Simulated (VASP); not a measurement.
Runs of VASP 6.6.1 on Mo. The structure is that of space group Im-3m (No. 229), or close to it. The cells are those of the table. 

| task | cell | k mesh | cutoff (eV) | gap on the mesh (eV) | pressure (GPa) | relaxed volume (Å³/atom) |
| --- | --- | --- | --- | --- | --- | --- |
| relaxation of cell and atoms | relaxed from a = 2.709 Å, angles 109.5°, 1 atom | 18 × 18 × 18 | 600 | none | 0.0 | 15.35 |
| relaxation of cell and atoms | relaxed from a = 2.653 Å, angles 109.5°, 1 atom | 10 × 10 × 10 | 600 | none | -0.1 | 15.33 |
| single point | a = 2.709 Å, angles 109.5°, 1 atom | 10 × 10 × 10 | 520 | none | 0.5 | - |
| single point | a = 2.710 Å, angles 109.5°, 1 atom | 18 × 18 × 18 | 520 | none | 0.5 | - |
| single point | a = 2.653 Å, angles 109.5°, 1 atom | 8 × 8 × 8 | 520 | none | (a) | - |

Alike in all rows: level PBEsol; potentials or basis VASP PAW PBE potentials, release 64 (Mo_sv); no spin polarisation; smearing gaussian 0.1 eV.

Problem. Fill in the values left out.

Solution. (a) 21.4.

Caveats: some runs use coarse meshes; the PAW data sets were made with another functional, which shifts forces and pressure a little.

A k mesh can miss the band edges, and the runs leave out spin-orbit coupling on Mo.

A gap of «none» marks levels without a gap at the run's occupations.
